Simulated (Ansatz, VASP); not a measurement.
K in VASP and in Ansatz

```
CELL_PARAMETERS angstrom
9.91700 0.00000 0.00000
0.00000 9.91700 0.00000
0.00000 0.00000 4.46758
ATOMIC_POSITIONS crystal
K 0.00000 0.00000 0.00000
```

Alike in both runs: task single point; functional LDA; k mesh 6 × 6 × 12; occupations gaussian, width 0.15 eV; no spin polarisation.

```csv
,VASP,Ansatz
version,VASP 6.6.1,Ansatz 0.2.0
potentials or method,"VASP PAW LDA potentials, release 64 (K_sv), cutoff 520 eV","scalar-relativistic, plane waves, PAW"
valence electrons in the cell,9,9
```

|  | VASP | Ansatz | Ansatz less VASP |
| --- | --- | --- | --- |
| gap on the k mesh at the Fermi level (eV) | none | none | - |
| pressure (GPa) | -0.1 | -0.1 | 0.00 |
| traceless stress, the component that is largest in VASP (GPa) | -0.12 | -0.12 | 0.000 |

LDA's correlation is that of Perdew and Zunger in VASP and of Perdew and Wang (1992) in Ansatz. A gap of «none» marks a metal or a gap that the smearing closes.
